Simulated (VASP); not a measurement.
# Se (P4_2/mmc) in VASP: a series of runs

Runs on Se. Level: PBE. Tasks: relaxation of cell and atoms, single point.

Everything below comes from runs of VASP 6.6.1. Logs are shortened: lines on timing, memory, paths and dates and some standing lists are left out, and cuts for length are marked.

**1. The cell of the first run**

Symmetry: P4_2/mmc, No. 131, tetragonal system. Conventional cell: a = 5.902 Å, b = 5.902 Å, c = 4.992 Å, α = 90.00°, β = 90.00°, γ = 90.00°. Se (site symmetry -4m2) has 2 Se at 2.50 Å within 3.3 Å. Within 3.0 Å of Se (site symmetry m2m) lie 1 Se at 2.25 Å.

**2. Relaxation of cell and atoms, PBE**

File INCAR:

```
PREC     = Accurate       # precision mode
ENCUT    = 600            # plane-wave cutoff, eV
EDIFF    = 1E-6           # SCF threshold, eV
ISMEAR   = 0              # smearing method
SIGMA    = 0.1            # smearing width, eV
LREAL    = False          # projectors in reciprocal space
LASPH    = True           # aspherical terms in the spheres
NELM     = 100            # most SCF steps
ALGO     = Normal         # electronic algorithm
ISIF     = 3              # what is computed and relaxed
LWAVE    = False          # write WAVECAR
LCHARG   = False          # write CHGCAR
GGA      = PE             # functional
IBRION   = 2              # ionic algorithm
NSW      = 100            # ionic steps
EDIFFG   = -0.01          # ionic threshold
```

File KPOINTS:

```
Automatic mesh
0
Gamma
  6 6 8
```

File POSCAR:

```
Se
1.0
    5.9016487716      0.0000000000      0.0000000000
    0.0000000000      5.9016487716      0.0000000000
    0.0000000000      0.0000000000      4.9923025880
Se
6
Direct
    0.0000000000      0.0000000000      0.7500000000
    0.0000000000      0.0000000000      0.2500000000
    0.1903617556      0.5000000000      0.0000000000
    0.5000000000      0.1903617556      0.5000000000
    0.5000000000      0.8096382444      0.5000000000
    0.8096382444      0.5000000000      0.0000000000
```

Potentials or basis: VASP PAW PBE potentials, release 64 (Se).

Run with:

```sh
> cat potpaw_PBE.64/Se/POTCAR > POTCAR
> mpirun -np 1 vasp_std > vasp.out
```

OUTCAR:

```text
PREC = Accurate
   ENCUT = 600
   EDIFF = 1E-6
   ISMEAR = 0
   LREAL = False
   LASPH = True
   NELM = 100
   ISIF = 3
   GGA = PE
   IBRION = 2
   NSW = 100
   EDIFFG = -0.01

 ion  position               nearest neighbor table
   1  0.000  0.000  0.750-   2 2.50   2 2.50
   2  0.000  0.000  0.250-   1 2.50   1 2.50
   3  0.190  0.500  0.000-   6 2.25
   4  0.500  0.190  0.500-   5 2.25
   5  0.500  0.810  0.500-   4 2.25
   6  0.810  0.500  0.000-   3 2.25

  LATTYP: Found a simple tetragonal cell.
 ALAT       =     5.9016487716
 C/A-ratio  =     0.8459165872

  Lattice vectors:

 A1 = (   5.9016487716,   0.0000000000,   0.0000000000)
 A2 = (   0.0000000000,   5.9016487716,   0.0000000000)
 A3 = (   0.0000000000,   0.0000000000,   4.9923025880)

Analysis of symmetry for initial positions (statically):
=====================================================================
 Subroutine PRICEL returns:
 Original cell was already a primitive cell.

 Routine SETGRP: Setting up the symmetry group for a
 simple tetragonal supercell.

 Subroutine GETGRP returns: Found 16 space group operations
 (whereof  8 operations were pure point group operations)
 out of a pool of 16 trial point group operations.

The static configuration has the point symmetry D_2h.
 The point group associated with its full space group is D_4h.

Analysis of symmetry for dynamics (positions and initial velocities):
=====================================================================
 Subroutine PRICEL returns:
 Original cell was already a primitive cell.

 Routine SETGRP: Setting up the symmetry group for a
 simple tetragonal supercell.

 Subroutine GETGRP returns: Found 16 space group operations
 (whereof  8 operations were pure point group operations)
 out of a pool of 16 trial point group operations.

The dynamic configuration has the point symmetry D_2h.
 The point group associated with its full space group is D_4h.

 Subroutine INISYM returns: Found 16 space group operations
 (whereof  8 operations are pure point group operations),
 and found     1 'primitive' translations

----------------------------------------------------------------------------------------

[... 113 lines left out ...]
   EMIN   =  10.00;   EMAX   =-10.00  energy-range for DOS
   EFERMI =   0.00;   METHOD = LEGACY
   ISMEAR =     0;   SIGMA  =   0.10  broadening in eV -4-tet -1-fermi 0-gaus
   EFERMI_NEDOS =   21; number of points for ismear=-14 and -15
   IALGO  =     38    algorithm
   IMIX   =      4    mixing-type and parameters
     AMIX     =   0.40;   BMIX     =  1.00
     AMIX_MAG =   1.60;   BMIX_MAG =  1.00
  volume/ion in A,a.u.               =      28.98       195.57
  Fermi-wavevector in a.u.,A,eV,Ry     =   0.968486  1.830172 12.761777  0.937964
  Thomas-Fermi vector in A             =   2.098459
   LORBIT       =      0    0 simple, 1 ext, 2 COOP (PROOUT), +10 PAW based schemes
   GGA     = PE    functional components
   LHFCALC =     F    Hartree Fock is set to
   AEXX    =    0.0000 exact exchange contribution
   IVDW    =     0    specifies the selected vdW correction
   LEPSILON=     F    determine dielectric tensor
   LRPA    =     F    only Hartree local field effects (RPA)
 conjugate gradient relaxation of ions
 non-spin polarized calculation
 Gauss-broadening in eV      SIGMA  =   0.10
  energy-cutoff  :      600.00
  volume of cell :      173.88
 maximum number of plane-waves:      5840
 NGX is ok and might be reduce to    48
   NGX = 23   NGY = 23   NGZ = 19

--------------------------------------- Ionic step        1  -------------------------------------------

 number of electron      36.0000000 magnetization

 Free energy of the ion-electron system (eV)
  ---------------------------------------------------
  ext. energy  EPLUGINS =         0.00000000
  ---------------------------------------------------
  free energy    TOTEN  =       -17.49970765 eV

  energy without entropy =      -17.46023269  energy(sigma->0) =      -17.47997017

------------------------ aborting loop because EDIFF is reached ----------------------------------------

  FORCE on cell =-STRESS in cart. coord.  units (eV):
  Direction    XX          YY          ZZ          XY          YZ          ZX
  --------------------------------------------------------------------------------------
  -------------------------------------------------------------------------------------
  Total        0.0254619      0.0254619      0.0399093      0.0000000      0.0000000      0.0000000
  in kB        0.2346135      0.2346135      0.3677370      0.0000000      0.0000000      0.0000000
  external PRESSURE =       0.2789880 kB  Pullay stress =       0.0000000 kB
[... 101 lines left out ...]
  FREE ENERGIE OF THE ION-ELECTRON SYSTEM (eV)
  ---------------------------------------------------
  free  energy   TOTEN  =       -17.5008084412 eV

  energy  without entropy=      -17.4614169296  energy(sigma->0) =      -17.48111269

[... ionic steps 4 to 8 ...]

--------------------------------------- Ionic step        9  -------------------------------------------

 number of electron      35.9999999 magnetization

------------------------ aborting loop because EDIFF is reached ----------------------------------------
[... 75 lines left out ...]
--------------------------------------- Ionic step       11  -------------------------------------------

 number of electron      36.0000000 magnetization

 Free energy of the ion-electron system (eV)
  ---------------------------------------------------
  ext. energy  EPLUGINS =         0.00000000
  ---------------------------------------------------
  free energy    TOTEN  =       -17.50724948 eV

  energy without entropy =      -17.47411442  energy(sigma->0) =      -17.49068195

 E-fermi :   2.3870     XC(G=0):  -8.7743

 val. band max:        2.3778583402   @ k =   0.5000   0.5000   0.1250
 cond. band min:       2.3915084677   @ k =   0.3333   0.0000   0.3750
 fundamental gap:      0.0136501275
 Fermi energy:         2.3870447770

 k-point     1 :       0.0000    0.0000    0.0000
  band No.  band energies     occupation
      1     -13.0454      2.00000
      2     -11.9964      2.00000
      3     -11.4496      2.00000
      4      -8.6541      2.00000
      5      -8.6541      2.00000
      6      -8.2279      2.00000
[... 589 lines left out ...]
     21       2.9280      0.00000
     22       4.0608      0.00000

 [... further k-points ...]
[... 5 lines left out ...]
  --------------------------------------------------------------------------------------
  -------------------------------------------------------------------------------------
  Total       -0.0234702     -0.0234702     -0.0185595      0.0000000      0.0000000      0.0000000
  in kB       -0.2225305     -0.2225305     -0.1759703      0.0000000      0.0000000      0.0000000
  external PRESSURE =      -0.2070104 kB  Pullay stress =       0.0000000 kB
[... 21 lines left out ...]
  FREE ENERGIE OF THE ION-ELECTRON SYSTEM (eV)
  ---------------------------------------------------
  free  energy   TOTEN  =       -17.5072494779 eV

  energy  without entropy=      -17.4741144209  energy(sigma->0) =      -17.49068195

 reached required accuracy - stopping structural energy minimisation
```

It took 17 min on 1 thread of Intel Xeon Platinum 8259CL at 2.50GHz (Skylake/Cascade Lake), shared host; peak memory 0.41 GiB.

What came out:

- Free energy: -17.5072 eV
- Relaxed volume: 28.16 Å³/atom
- Relaxed cell: a = 5.794 Å, b = 5.794 Å, c = 5.034 Å, α = 90.00°, β = 90.00°, γ = 90.00°
- Space group after relaxing (to 0.05 Å): P4_2/mmc (No. 131)
- Energy gained by relaxing: 1.3 meV/atom
- Ionic steps: 11
- Pressure after relaxing: 0.0 GPa
- Largest force after relaxing: 0.008 eV/Å
- Band gap on the k mesh: zero (band 18 reaches 2.47 eV, above the bottom of band 19 at 1.79 eV)

Forces in eV/Å, atoms in the order of the input:
```
Se   0.000  0.000  0.000
Se   0.000  0.000  0.000
Se  -0.008  0.000  0.000
Se   0.000 -0.008  0.000
Se   0.000  0.008  0.000
Se   0.008  0.000  0.000
```

The path:
```csv
step,energy change (eV),largest force (eV/Å),pressure (GPa),volume (Å³)
1,0.0000,0.1255,0.03,173.88
2,-0.0010,0.0355,-0.28,174.01
3,-0.0011,0.0066,-0.20,173.97
4,-0.0023,0.0055,-0.15,173.16
5,-0.0045,0.0003,0.06,170.75
6,-0.0047,0.0027,0.13,169.88
7,-0.0057,0.0053,0.12,169.51
8,-0.0073,0.0116,0.07,168.41
9,-0.0074,0.0124,0.07,168.20
10,-0.0075,0.0105,0.03,168.54
11,-0.0075,0.0081,-0.02,168.98
```

Final structure:
```
Se
1.0
     5.79401    0.00000    0.00000
     0.00000    5.79401    0.00000
     0.00000    0.00000    5.03361
Se
6
Direct
  0.00000 0.00000 0.75000
  0.00000 0.00000 0.25000
  0.19510 0.50000 0.00000
  0.50000 0.19510 0.50000
  0.50000 0.80490 0.50000
  0.80490 0.50000 0.00000
```

Levels at points of the mesh, in eV from the Fermi level:
| k point | band 15 | band 16 | band 17 | band 18 | band 19 | band 20 | band 21 | band 22 |
| --- | --- | --- | --- | --- | --- | --- | --- | --- |
| (0.00, 0.00, 0.00) | -0.96 | -0.96 | -0.60 | -0.60 | 0.54 | 0.54 | 0.59 | 4.31 |
| (0.50, 0.00, 0.00) | -0.92 | -0.74 | -0.32 | -0.32 | -0.09 | 0.30 | 0.66 | 1.43 |
| (0.50, 0.50, 0.00) | -1.97 | -1.81 | -0.02 | -0.02 | 0.72 | 0.74 | 0.74 | 1.16 |
| (0.00, 0.00, 0.50) | -0.65 | -0.65 | -0.64 | -0.64 | -0.37 | -0.37 | 0.72 | 0.72 |
| (0.50, 0.00, 0.50) | -2.00 | -1.10 | -0.73 | -0.40 | 0.12 | 0.63 | 0.70 | 0.99 |
| (0.50, 0.50, 0.50) | -1.05 | -1.05 | -0.90 | -0.90 | -0.60 | -0.60 | 0.31 | 0.31 |

**3. Relaxation of cell and atoms, PBE**

This run uses another cell than the first one, of 27.08 Å³/atom, 0.934 times its volume.

File INCAR:

```
SYSTEM = Se
PREC = Accurate
ENCUT = 600
EDIFF = 1E-6
ISMEAR = 0
SIGMA = 0.1
LREAL = .False.
LASPH = .True.
NELM = 100
ALGO = Normal
ISIF = 3
LWAVE = .False.
LCHARG = .False.
GGA = PE
IBRION = 2
NSW = 100
EDIFFG = -0.01
```

File KPOINTS:

```
regular mesh
0
Gamma
  8 8 8
  0 0 0
```

File POSCAR:

```
Se
1.0
    5.5764038825      0.0000000000      0.0000000000
    0.0000000000      5.5764038825      0.0000000000
    0.0000000000      0.0000000000      5.2243508339
Se
6
Direct
    0.0000000000      0.0000000000      0.7500000000
    0.0000000000      0.0000000000      0.2500000000
    0.2037054189      0.5000000000      0.0000000000
    0.5000000000      0.2037054189      0.5000000000
    0.5000000000      0.7962945811      0.5000000000
    0.7962945811      0.5000000000      0.0000000000
```

Potentials or basis: VASP PAW PBE potentials, release 64 (Se).

Run with:

```sh
> cat potpaw_PBE.64/Se/POTCAR > POTCAR
> mpirun -np 1 vasp_std > vasp.out
```

OUTCAR:

```text
SYSTEM = Se
   PREC = Accurate
   ENCUT = 600
   EDIFF = 1E-6
   ISMEAR = 0
   LREAL = .False.
   LASPH = .True.
   NELM = 100
   ISIF = 3
   GGA = PE
   IBRION = 2
   NSW = 100
   EDIFFG = -0.01

 ion  position               nearest neighbor table
   1  0.000  0.000  0.750-   2 2.61   2 2.61
   2  0.000  0.000  0.250-   1 2.61   1 2.61
   3  0.204  0.500  0.000-   6 2.27
   4  0.500  0.204  0.500-   5 2.27
   5  0.500  0.796  0.500-   4 2.27
   6  0.796  0.500  0.000-   3 2.27

  LATTYP: Found a simple tetragonal cell.
 ALAT       =     5.5764038825
 C/A-ratio  =     0.9368673690

  Lattice vectors:

 A1 = (   5.5764038825,   0.0000000000,   0.0000000000)
 A2 = (   0.0000000000,   5.5764038825,   0.0000000000)
 A3 = (   0.0000000000,   0.0000000000,   5.2243508339)

Analysis of symmetry for initial positions (statically):
=====================================================================
 Subroutine PRICEL returns:
 Original cell was already a primitive cell.

 Routine SETGRP: Setting up the symmetry group for a
 simple tetragonal supercell.

 Subroutine GETGRP returns: Found 16 space group operations
 (whereof  8 operations were pure point group operations)
 out of a pool of 16 trial point group operations.

The static configuration has the point symmetry D_2h.
 The point group associated with its full space group is D_4h.

Analysis of symmetry for dynamics (positions and initial velocities):
=====================================================================
 Subroutine PRICEL returns:
 Original cell was already a primitive cell.

 Routine SETGRP: Setting up the symmetry group for a
[... 144 lines left out ...]
   LEPSILON=     F    determine dielectric tensor
   LRPA    =     F    only Hartree local field effects (RPA)
 conjugate gradient relaxation of ions
 non-spin polarized calculation
 Gauss-broadening in eV      SIGMA  =   0.10
  energy-cutoff  :      600.00
  volume of cell :      162.46
 maximum number of plane-waves:      5464
 NGX is ok and might be reduce to    48
   NGX = 23   NGY = 23   NGZ = 21

--------------------------------------- Ionic step        1  -------------------------------------------

 number of electron      35.9999998 magnetization

 Free energy of the ion-electron system (eV)
  ---------------------------------------------------
  ext. energy  EPLUGINS =         0.00000000
  ---------------------------------------------------
  free energy    TOTEN  =       -17.42805857 eV

  energy without entropy =      -17.39738770  energy(sigma->0) =      -17.41272314

------------------------ aborting loop because EDIFF is reached ----------------------------------------

  FORCE on cell =-STRESS in cart. coord.  units (eV):
  Direction    XX          YY          ZZ          XY          YZ          ZX
  --------------------------------------------------------------------------------------
  -------------------------------------------------------------------------------------
  Total        0.4922321      0.4922321     -1.3703341     -0.0000000      0.0000000      0.0000000
  in kB        4.8544469      4.8544469    -13.5143850     -0.0000000      0.0000000      0.0000000
  external PRESSURE =      -1.2684970 kB  Pullay stress =       0.0000000 kB
[... 101 lines left out ...]
  FREE ENERGIE OF THE ION-ELECTRON SYSTEM (eV)
  ---------------------------------------------------
  free  energy   TOTEN  =       -17.4625651117 eV

  energy  without entropy=      -17.4302825146  energy(sigma->0) =      -17.44642381

[... ionic steps 4 to 9 ...]

--------------------------------------- Ionic step       10  -------------------------------------------

 number of electron      35.9999998 magnetization

------------------------ aborting loop because EDIFF is reached ----------------------------------------
[... 75 lines left out ...]
--------------------------------------- Ionic step       12  -------------------------------------------

 number of electron      35.9999998 magnetization

 Free energy of the ion-electron system (eV)
  ---------------------------------------------------
  ext. energy  EPLUGINS =         0.00000000
  ---------------------------------------------------
  free energy    TOTEN  =       -17.50817258 eV

  energy without entropy =      -17.47359606  energy(sigma->0) =      -17.49088432

 E-fermi :   2.1200     XC(G=0):  -8.6358

 val. band max:        2.1189271207   @ k =   0.5000   0.1250   0.0000
 cond. band min:       2.1252506084   @ k =   0.5000   0.5000   0.2500
 fundamental gap:      0.0063234877
 Fermi energy:         2.1200083201

 k-point     1 :       0.0000    0.0000    0.0000
  band No.  band energies     occupation
      1     -13.2037      2.00000
      2     -12.2507      2.00000
      3     -11.7623      2.00000
      4      -8.8663      2.00000
      5      -8.8663      2.00000
      6      -8.3097      2.00000
[... 589 lines left out ...]
     21       2.6439      0.00000
     22       3.8229      0.00000

 [... further k-points ...]
[... 5 lines left out ...]
  --------------------------------------------------------------------------------------
  -------------------------------------------------------------------------------------
  Total       -0.0179410     -0.0179410      0.0122917      0.0000000      0.0000000      0.0000000
  in kB       -0.1652502     -0.1652502      0.1132160      0.0000000      0.0000000      0.0000000
  external PRESSURE =      -0.0724282 kB  Pullay stress =       0.0000000 kB
[... 21 lines left out ...]
  FREE ENERGIE OF THE ION-ELECTRON SYSTEM (eV)
  ---------------------------------------------------
  free  energy   TOTEN  =       -17.5081725846 eV

  energy  without entropy=      -17.4735960642  energy(sigma->0) =      -17.49088432

 reached required accuracy - stopping structural energy minimisation
```

OSZICAR:

```text
N       E                     dE             d eps       ncg     rms          rms(c)
DAV:   1     0.217813670327E+03    0.21781E+03   -0.16073E+04  3300   0.154E+03
DAV:   2     0.828924306786E+00   -0.21698E+03   -0.21366E+03  4632   0.221E+02
[... 108 lines left out ...]
DAV:   1    -0.175110544247E+02   -0.30691E-02   -0.10123E-01  3300   0.153E+00    0.254E-01
DAV:   2    -0.175089452028E+02    0.21092E-02   -0.44635E-03  3390   0.337E-01    0.125E-01
DAV:   3    -0.175082777119E+02    0.66749E-03   -0.23133E-03  3446   0.201E-01    0.559E-02
DAV:   4    -0.175081668598E+02    0.11085E-03   -0.51404E-04  3626   0.894E-02    0.309E-02
DAV:   5    -0.175081702502E+02   -0.33904E-05   -0.34834E-05  3686   0.302E-02    0.212E-02
DAV:   6    -0.175081722957E+02   -0.20455E-05   -0.49555E-06  3334   0.110E-02    0.631E-03
DAV:   7    -0.175081725846E+02   -0.28889E-06   -0.15246E-06  1722   0.602E-03
  12 F= -.17508173E+02 E0= -.17490884E+02  d E =-.460418E-03
```

Run time: 38 min. Hardware: 1 thread of Intel Xeon Platinum 8259CL at 2.50GHz (Skylake/Cascade Lake), shared host; peak memory 0.47 GiB.

What came out:

| Item | Value |
| --- | --- |
| Free energy | -17.5082 eV |
| Relaxed volume | 28.99 Å³/atom |
| Relaxed cell | a = 5.905 Å, b = 5.905 Å, c = 4.989 Å, α = 90.00°, β = 90.00°, γ = 90.00° |
| Space group after relaxing (to 0.05 Å) | P4_2/mmc (No. 131) |
| Energy gained by relaxing | 13.4 meV/atom |
| Ionic steps | 12 |
| Pressure after relaxing | 0.0 GPa |
| Band gap on the k mesh | zero (band 18 reaches 2.32 eV, above the bottom of band 19 at 1.61 eV) |

The path:
```tsv
step	energy change (eV)	largest force (eV/Å)	pressure (GPa)	volume (Å³)
1	0.0000	0.0670	-0.13	162.46
2	-0.0173	0.0862	0.10	161.94
3	-0.0345	0.1197	0.66	160.84
4	-0.0493	0.2195	0.22	163.64
5	-0.0606	0.3793	-0.42	168.66
6	-0.0675	0.3084	-0.31	169.53
7	-0.0784	0.0977	0.00	171.71
8	-0.0620	0.4794	0.80	176.08
9	-0.0796	0.0082	0.16	172.54
10	-0.0797	0.0172	0.17	172.62
11	-0.0799	0.0122	0.12	173.05
12	-0.0801	0.0010	-0.01	173.95
```

Final structure:
```
Se
1.0
     5.90491    0.00000    0.00000
     0.00000    5.90491    0.00000
     0.00000    0.00000    4.98871
Se
6
Direct
  0.00000 0.00000 0.75000
  0.00000 0.00000 0.25000
  0.19054 0.50000 0.00000
  0.50000 0.19054 0.50000
  0.50000 0.80946 0.50000
  0.80946 0.50000 0.00000
```

(Part 1 of 2 ends here.)
